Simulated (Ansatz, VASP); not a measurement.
One calculation of Al3GaN4, two programs

```xyz
16
Lattice="0.0000 -4.4070 0.0000 0.0000 0.0000 -4.4070 14.8140 0.0000 0.0000" Properties=species:S:1:pos:R:3 pbc="T T T"
Al    0.5394   -2.2035   -4.4070
Al    4.9464   -2.2035   -4.4070
Al    0.5394    0.0000   -2.2035
Al    4.9464    0.0000   -2.2035
Al    2.7429   -2.2035   -2.2035
Al    7.1499   -2.2035   -2.2035
Ga    2.7429    0.0000   -4.4070
Ga    7.1499    0.0000   -4.4070
N     1.6178   -1.1251   -3.2819
N     6.0248   -1.1251   -3.2819
N     1.6178   -3.2819   -1.1251
N     6.0248   -3.2819   -1.1251
N     8.2750   -1.1251   -1.1251
N     3.8680   -1.1251   -1.1251
N     8.2750   -3.2819   -3.2819
N     3.8680   -3.2819   -3.2819
```

Alike in both runs: task single point; functional PBEsol; k mesh 5 × 5 × 3; occupations gaussian, width 0.05 eV; no spin polarisation.

|  | VASP | Ansatz |
| --- | --- | --- |
| version | VASP 6.6.1 | Ansatz 0.2.0 |
| potentials or method | VASP PAW PBE potentials, release 64 (Al, Ga_d, N), cutoff 520 eV | scalar-relativistic, plane waves, PAW |
| valence electrons in the cell | 84 | 84 |

|  | VASP | Ansatz | Ansatz less VASP |
| --- | --- | --- | --- |
| gap on the k mesh at the Fermi level (eV) | none | none | - |
| rms of the force components (eV/Å) | 0.550 | 0.550 | -0.0003 |

VASP's potentials were made for PBE, not for PBEsol. Atom by atom the forces differ by 0.008 eV/Å (rms over components). A gap of «none» marks a metal or a gap that the smearing closes.
